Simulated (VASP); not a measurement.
A run of VASP 6.6.1 is set up as follows.

File INCAR:

```
SYSTEM = Al
  ALGO = Normal
  EDIFF = 1E-6
  ENCUT = 520
  GGA = PS
  ISIF = 2
  ISMEAR = 0
  LASPH = .True.
  LCHARG = .True.
  LELF = .True.
  LREAL = .False.
  LVHAR = .True.
  LWAVE = .False.
  NBANDS = 10
  NELM = 60
  PREC = Accurate
  SIGMA = 0.15
```

The input KPOINTS:

```
k-points
0
Gamma
  18 18 10
  0 0 0
```

POSCAR

```
Al
1.0
    2.7699000000      0.0000000000      0.0000000000
   -1.3849500000      2.3988037660      0.0000000000
    0.0000000000      0.0000000000      4.4899000000
Al
2
Direct
    0.6666666667      0.3333333333      0.7500000000
    0.3333333333      0.6666666667      0.2500000000
```

Potentials or basis: VASP PAW PBE potentials, release 64 (Al).

Command:

```sh
$ cat potpaw_PBE.64/Al/POTCAR > POTCAR
$ mpirun -np 1 vasp_std > vasp.out
```

Question: What does it give for the band gap on the k mesh?

Answer: Zero (band 3 reaches 13.48 eV, above the bottom of band 4 at 5.69 eV).

Question: Estimate the pressure.

Answer: 8.7 GPa.

Stress tensor (GPa, compression positive):
```
8.49 0.00 0.00
0.00 8.49 0.00
0.00 0.00 9.03
```

Caveat: the PAW data sets were made with another functional, which shifts forces and pressure a little.
